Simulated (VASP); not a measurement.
# CaS (Fm-3m) in VASP: a series of runs

The runs below take CaS through single point, relaxation of cell and atoms, with PBE.

Program: VASP 6.6.1. These are calculated values, not measurements. Logs are shortened: lines on timing, memory, paths and dates and some standing lists are left out, and cuts for length are marked.

### Step 1. The cell of the first run

It takes space group Fm-3m (No. 225, cubic). The conventional cell has a = 5.712 Å, b = 5.712 Å, c = 5.712 Å, α = 90.00°, β = 90.00°, γ = 90.00°. Within 3.8 Å of Ca (site symmetry m-3m) lie 6 S at 2.86 Å. Within 3.8 Å of S (site symmetry m-3m) lie 6 Ca at 2.86 Å.

### Step 2. Single point, PBE

Contents of INCAR:

```
SYSTEM = CaS
ALGO     = Normal         ! electronic algorithm
EDIFF    = 1E-6           ! SCF threshold, eV
ENCUT    = 500            ! plane-wave cutoff, eV
GGA      = PE             ! functional
GGA_COMPAT= .FALSE.      
ISIF     = 2              ! what is computed and relaxed
ISMEAR   = 0              ! smearing method
LASPH    = .TRUE.         ! aspherical terms in the spheres
LCHARG   = .TRUE.         ! write CHGCAR
LELF     = .TRUE.         ! ELF
LREAL    = .FALSE.        ! projectors in reciprocal space
LVHAR    = .TRUE.       
LWAVE    = .FALSE.        ! write WAVECAR
NBANDS   = 15             ! bands
NELM     = 120            ! most SCF steps
PREC     = Accurate       ! precision mode
SIGMA    = 0.02           ! smearing width, eV
```

Contents of KPOINTS:

```
k-points
0
G
  8 8 8
  0 0 0
```

Contents of POSCAR:

```
CaS
1.0
    0.0000000000      2.8561841593      2.8561841593
    2.8561841593      0.0000000000      2.8561841593
    2.8561841593      2.8561841593      0.0000000000
Ca S
1 1
Direct
    0.0000000000      0.0000000000      0.0000000000
    0.5000000000      0.5000000000      0.5000000000
```

Potentials or basis: VASP PAW PBE potentials, release 64 (Ca_sv, S).

Launch:

```console
$ cat potpaw_PBE.64/Ca_sv/POTCAR potpaw_PBE.64/S/POTCAR > POTCAR
$ mpirun -np 1 vasp_std > vasp.out
```

OUTCAR:

```text
SYSTEM = CaS
   EDIFF = 1E-6
   ENCUT = 500
   GGA = PE
   ISIF = 2
   ISMEAR = 0
   LASPH = .TRUE.
   LREAL = .FALSE.
   NELM = 120
   PREC = Accurate

 ion  position               nearest neighbor table
   1  0.000  0.000  0.000-   2 2.86   2 2.86   2 2.86   2 2.86   2 2.86   2 2.86
   2  0.500  0.500  0.500-   1 2.86   1 2.86   1 2.86   1 2.86   1 2.86   1 2.86

  LATTYP: Found a face centered cubic cell.
 ALAT       =     5.7123683186

  Lattice vectors:

 A1 = (   0.0000000000,   2.8561841593,   2.8561841593)
 A2 = (   2.8561841593,   0.0000000000,   2.8561841593)
 A3 = (   2.8561841593,   2.8561841593,   0.0000000000)

Analysis of symmetry for initial positions (statically):
=====================================================================
 Subroutine PRICEL returns:
 Original cell was already a primitive cell.

 Routine SETGRP: Setting up the symmetry group for a
 face centered cubic supercell.

 Subroutine GETGRP returns: Found 48 space group operations
 (whereof 48 operations were pure point group operations)
 out of a pool of 48 trial point group operations.

The static configuration has the point symmetry O_h .

Analysis of symmetry for dynamics (positions and initial velocities):
=====================================================================
 Subroutine PRICEL returns:
 Original cell was already a primitive cell.

 Routine SETGRP: Setting up the symmetry group for a
 face centered cubic supercell.

 Subroutine GETGRP returns: Found 48 space group operations
 (whereof 48 operations were pure point group operations)
 out of a pool of 48 trial point group operations.

The dynamic configuration has the point symmetry O_h .

 Subroutine INISYM returns: Found 48 space group operations
 (whereof 48 operations are pure point group operations),
 and found     1 'primitive' translations

----------------------------------------------------------------------------------------

                                     Primitive cell

  volume of cell :      46.6003

  direct lattice vectors                    reciprocal lattice vectors
     0.000000000  2.856184159  2.856184159    -0.175058740  0.175058740  0.175058740
     2.856184159  0.000000000  2.856184159     0.175058740 -0.175058740  0.175058740
     2.856184159  2.856184159  0.000000000     0.175058740  0.175058740 -0.175058740

  length of vectors
     4.039254375  4.039254375  4.039254375     0.303210632  0.303210632  0.303210632

  position of ions in fractional coordinates (direct lattice)
     0.000000000  0.000000000  0.000000000
     0.500000000  0.500000000  0.500000000

  ion indices of the primitive-cell ions
   primitive index   ion index
                 1           1
                 2           2

----------------------------------------------------------------------------------------

 KPOINTS: k-points

Automatic generation of k-mesh.
 Grid dimensions read from file:
 generate k-points for:    8    8    8

 Generating k-lattice:

  Cartesian coordinates                     Fractional coordinates (reciprocal lattice)
    -0.021882342  0.021882342  0.021882342     0.125000000  0.000000000  0.000000000
     0.021882342 -0.021882342  0.021882342     0.000000000  0.125000000  0.000000000
     0.021882342  0.021882342 -0.021882342     0.000000000  0.000000000  0.125000000

  Length of vectors
     0.037901329  0.037901329  0.037901329

  Shift w.r.t. Gamma in fractional coordinates (k-lattice)
     0.000000000  0.000000000  0.000000000

 Subroutine IBZKPT returns following result:
 ===========================================

 Found     29 irreducible k-points:

 Following reciprocal coordinates:
            Coordinates               Weight
  0.000000  0.000000  0.000000      1.000000
  0.125000  0.000000  0.000000      8.000000
  0.250000  0.000000  0.000000      8.000000
  0.375000  0.000000  0.000000      8.000000
  0.500000  0.000000  0.000000      4.000000
  0.125000  0.125000  0.000000      6.000000
[... 16 lines left out ...]
  0.500000  0.250000  0.125000     48.000000
 -0.375000  0.250000  0.125000     24.000000
 [... further k-points ...]
   k-points           NKPTS =     29   k-points in BZ     NKDIM =     29   number of bands    NBANDS=     15
   number of dos      NEDOS =    301   number of ions     NIONS =      2
   total plane-waves  NPLWV =  27000
   dimension x,y,z NGX =    30 NGY =   30 NGZ =   30
   dimension x,y,z NGXF=    60 NGYF=   60 NGZF=   60
   ions per type =               1   1
   NGX,Y,Z   is equivalent  to a cutoff of  12.35, 12.35, 12.35 a.u.
   NGXF,Y,Z  is equivalent  to a cutoff of  24.69, 24.69, 24.69 a.u.
 SYSTEM =  CaS
   PREC   = accura    normal or accurate (medium, high low for compatibility)
   ISTART =      0    job   : 0-new  1-cont  2-samecut
   ICHARG =      2    charge: 1-file 2-atom 10-const
   ISPIN  =      1    spin polarized calculation?
   LNONCOLLINEAR =      F non collinear calculations
   LSORBIT =      F    spin-orbit coupling
   LASPH  =      T    aspherical Exc in radial PAW
   ENCUT  =  500.0 eV  36.75 Ry    6.06 a.u.   7.36  7.36  7.36*2*pi/ulx,y,z
   NELM   =    120;   NELMIN=  2; NELMDL= -5     # of ELM steps
   EDIFF  = 0.1E-05   stopping-criterion for ELM
   LREAL  =      F    real-space projection
   EDIFFG = 0.1E-04   stopping-criterion for IOM
   NSW    =      0    number of steps for IOM
   IBRION =     -1    ionic relax: 0-MD 1-quasi-New 2-CG
   NFREE  =      0    steps in history (QN), initial steepest desc. (CG)
   ISIF   =      2    stress and relaxation
   ISYM   =      2    0-nonsym 1-usesym 2-fastsym
   POTIM  = 0.5000    time-step for ionic-motion
   TEBEG  =    0.0;   TEEND  =   0.0 temperature during run
   PSTRESS=    0.0 pullay stress
   NELECT =      16.0000    total number of electrons
   NUPDOWN=      -1.0000    fix difference up-down
   EMIN   =  10.00;   EMAX   =-10.00  energy-range for DOS
   EFERMI =   0.00;   METHOD = LEGACY
   ISMEAR =     0;   SIGMA  =   0.02  broadening in eV -4-tet -1-fermi 0-gaus
   EFERMI_NEDOS =   21; number of points for ismear=-14 and -15
   IALGO  =     38    algorithm
   IMIX   =      4    mixing-type and parameters
     AMIX     =   0.40;   BMIX     =  1.00
     AMIX_MAG =   1.60;   BMIX_MAG =  1.00
  volume/ion in A,a.u.               =      23.30       157.24
  Fermi-wavevector in a.u.,A,eV,Ry     =   1.146354  2.166294 17.879779  1.314127
  Thomas-Fermi vector in A             =   2.283038
   LORBIT       =      0    0 simple, 1 ext, 2 COOP (PROOUT), +10 PAW based schemes
   GGA     = PE    functional components
   LHFCALC =     F    Hartree Fock is set to
   AEXX    =    0.0000 exact exchange contribution
   IVDW    =     0    specifies the selected vdW correction
   LEPSILON=     F    determine dielectric tensor
   LRPA    =     F    only Hartree local field effects (RPA)
 non-spin polarized calculation
 Gauss-broadening in eV      SIGMA  =   0.02
  energy-cutoff  :      500.00
  volume of cell :       46.60
 maximum number of plane-waves:      1243
 NGX is ok and might be reduce to    30
   NGX = 15   NGY = 15   NGZ = 15

 number of electron      16.0000004 magnetization

 Free energy of the ion-electron system (eV)
  ---------------------------------------------------
  ext. energy  EPLUGINS =         0.00000000
  ---------------------------------------------------
  free energy    TOTEN  =       -10.36488024 eV

  energy without entropy =      -10.36488024  energy(sigma->0) =      -10.36488024

 E-fermi :   2.8745     XC(G=0):  -9.2760

 val. band max:        2.6633957964   @ k =   0.0000   0.0000   0.0000
 cond. band min:       5.0409394768   @ k =   0.5000   0.5000   0.0000
 fundamental gap:      2.3775436803
 Fermi energy:         2.8745117265

 k-point     1 :       0.0000    0.0000    0.0000
  band No.  band energies     occupation
      1     -36.5660      2.00000
      2     -17.5448      2.00000
      3     -17.5448      2.00000
      4     -17.5448      2.00000
      5      -8.6325      2.00000
      6       2.6634      2.00000
      7       2.6634      2.00000
      8       2.6634      2.00000
      9       6.7541      0.00000
     10       6.8292      0.00000
     11       6.8292      0.00000
     12       6.8292      0.00000
     13       7.4151      0.00000
     14       7.4151      0.00000
     15      13.5073      0.00000

 k-point     2 :       0.1250    0.0000    0.0000
  band No.  band energies     occupation
      1     -36.5644      2.00000
      2     -17.5688      2.00000
      3     -17.5466      2.00000
      4     -17.5466      2.00000
      5      -8.5272      2.00000
      6       2.0093      2.00000
      7       2.4426      2.00000
      8       2.4426      2.00000
      9       6.8136      0.00000
     10       7.0548      0.00000
     11       7.0548      0.00000
     12       7.5304      0.00000
     13       7.8164      0.00000
     14       7.8164      0.00000
     15      13.6205      0.00000

 k-point     3 :       0.2500    0.0000    0.0000
  band No.  band energies     occupation
      1     -36.5605      2.00000
      2     -17.6260      2.00000
      3     -17.5511      2.00000
      4     -17.5511      2.00000
      5      -8.2602      2.00000
      6       0.8576      2.00000
      7       2.0066      2.00000
      8       2.0066      2.00000
      9       6.9401      0.00000
     10       7.6269      0.00000
     11       7.6269      0.00000
     12       8.8162      0.00000
     13       8.8162      0.00000
     14       8.8631      0.00000
     15      12.9721      0.00000
[... 343 lines left out ...]
 k-point    23 :       0.5000    0.2500    0.1250
  band No.  band energies     occupation
      1     -36.5547      2.00000
      2     -17.6630      2.00000
      3     -17.5893      2.00000
      4     -17.5654      2.00000
      5      -7.9508      2.00000
      6       0.1914      2.00000
      7       1.3736      2.00000
      8       1.6012      2.00000
      9       6.9731      0.00000
     10       8.4924      0.00000
     11       8.7836      0.00000
     12       8.9099      0.00000
     13       9.5436      0.00000
     14      11.0072      0.00000
     15      11.4298      0.00000

 k-point    24 :      -0.3750    0.2500    0.1250
  band No.  band energies     occupation
      1     -36.5534      2.00000
      2     -17.6750      2.00000
      3     -17.5923      2.00000
      4     -17.5699      2.00000
      5      -7.8734      2.00000
      6       0.0618      2.00000
      7       1.1862      2.00000
      8       1.5133      2.00000
      9       7.6324      0.00000
     10       7.9516      0.00000
     11       9.0710      0.00000
     12       9.3769      0.00000
     13       9.6620      0.00000
     14      10.6265      0.00000
     15      11.8920      0.00000

 [... further k-points ...]

------------------------ aborting loop because EDIFF is reached ----------------------------------------

  FORCE on cell =-STRESS in cart. coord.  units (eV):
  Direction    XX          YY          ZZ          XY          YZ          ZX
  --------------------------------------------------------------------------------------
  -------------------------------------------------------------------------------------
  Total        0.0367422      0.0367422      0.0367422      0.0000000      0.0000000      0.0000000
  in kB        1.2632445      1.2632445      1.2632445      0.0000000      0.0000000      0.0000000
  external PRESSURE =       1.2632445 kB  Pullay stress =       0.0000000 kB

 VOLUME and BASIS-vectors are now :
 -----------------------------------------------------------------------------
  energy-cutoff  :      500.00
  volume of cell :       46.60
      direct lattice vectors                 reciprocal lattice vectors
     0.000000000  2.856184159  2.856184159    -0.175058740  0.175058740  0.175058740
     2.856184159  0.000000000  2.856184159     0.175058740 -0.175058740  0.175058740
     2.856184159  2.856184159  0.000000000     0.175058740  0.175058740 -0.175058740

 POSITION                                       TOTAL-FORCE (eV/Angst)
 -----------------------------------------------------------------------------------
      0.00000      0.00000      0.00000         0.000000      0.000000      0.000000
      2.85618      2.85618      2.85618        -0.000000     -0.000000     -0.000000
 -----------------------------------------------------------------------------------
    total drift:                               -0.000000      0.000000      0.000000

  FREE ENERGIE OF THE ION-ELECTRON SYSTEM (eV)
  ---------------------------------------------------
  free  energy   TOTEN  =       -10.3648802431 eV

  energy  without entropy=      -10.3648802431  energy(sigma->0) =      -10.36488024
```

Wall time 36 s (1 thread of Intel Xeon 8259CL, shared host); peak memory 0.17 GiB.

What came out:

* Free energy: -10.3649 eV
* Pressure: 0.1 GPa
* Band gap on the k mesh: 2.38 eV, indirect (least direct gap 3.18 eV)

### Step 3. Relaxation of cell and atoms, PBE

This run uses another cell than the first one, of 23.77 Å³/atom, 1.020 times its volume.

Contents of INCAR:

```
SYSTEM = CaS
  ALGO = Normal
  EDIFF = 1E-7
  EDIFFG = -0.01
  ENCUT = 500
  GGA = PE
  GGA_COMPAT = .False.
  IBRION = 2
  ISIF = 3
  ISMEAR = 0
  LASPH = .True.
  LCHARG = .False.
  LREAL = .False.
  LWAVE = .False.
  NELM = 120
  NELMIN = 4
  NSW = 80
  PREC = Accurate
  SIGMA = 0.02
```

Contents of KPOINTS:

```
k-points
0
Gamma
  8 8 8
  0 0 0
```

Contents of POSCAR:

```
CaS
1.0
    0.0000000000      2.8753253551      2.8753253551
    2.8753253551      0.0000000000      2.8753253551
    2.8753253551      2.8753253551      0.0000000000
Ca S
1 1
Direct
    0.0000000000      0.0000000000      0.0000000000
    0.5000000000      0.5000000000      0.5000000000
```

Potentials or basis: VASP PAW PBE potentials, release 64 (Ca_sv, S).

Launch:

```console
$ cat potpaw_PBE.64/Ca_sv/POTCAR potpaw_PBE.64/S/POTCAR > POTCAR
$ mpirun -np 1 vasp_std > vasp.out
```

Wall time 88 s (1 thread of Intel Xeon 8259CL, shared host); peak memory 0.18 GiB.

Results (log left out):

| Quantity | Value |
| --- | --- |
| Free energy | -10.3653 eV |
| Relaxed volume | 23.35 Å³/atom |
| Relaxed cell | a = 4.042 Å, b = 4.042 Å, c = 4.042 Å, α = 60.00°, β = 60.00°, γ = 60.00° |
| Space group after relaxing (to 0.05 Å) | Fm-3m (No. 225) |
| Energy gained by relaxing | 1.3 meV/atom |
| Ionic steps | 3 |
| Pressure after relaxing | 0.0 GPa |
| Band gap on the k mesh | 2.38 eV, indirect (least direct gap 3.18 eV) |

Step by step:
```csv
step,energy change (eV),largest force (eV/Å),pressure (GPa),volume (Å³)
1,0.0000,0.0000,-0.98,47.54
2,-0.0025,0.0000,0.19,46.55
3,-0.0026,0.0000,0.00,46.70
```

Final structure:
```cif
data_structure
_symmetry_space_group_name_H-M 'P 1'
_symmetry_Int_Tables_number 1
_cell_length_a 4.0422
_cell_length_b 4.0422
_cell_length_c 4.0422
_cell_angle_alpha 60.000
_cell_angle_beta 60.000
_cell_angle_gamma 60.000
_cell_volume 46.70
loop_
_atom_site_label
_atom_site_type_symbol
_atom_site_fract_x
_atom_site_fract_y
_atom_site_fract_z
_atom_site_occupancy
Ca1 Ca 0.00000 0.00000 0.00000 1
S1 S 0.50000 0.50000 0.50000 1
```

Levels at points of the mesh, in eV from the valence-band top:
| k point | band 5 | band 6 | band 7 | band 8 | band 9 | band 10 | band 11 | band 12 |
| --- | --- | --- | --- | --- | --- | --- | --- | --- |
| (0.00, 0.00, 0.00) | -11.29 | 0.00 | 0.00 | 0.00 | 4.08 | 4.17 | 4.17 | 4.17 |
| (0.50, 0.00, 0.00) | -10.50 | -3.05 | -1.13 | -1.13 | 5.20 | 6.02 | 6.16 | 6.16 |
| (0.50, 0.50, 0.00) | -10.68 | -2.25 | -0.80 | -0.80 | 2.38 | 5.58 | 5.96 | 6.72 |

A k mesh can miss the band edges. Expect the measured gap to be larger: semilocal functionals such as PBE lack the derivative discontinuity.
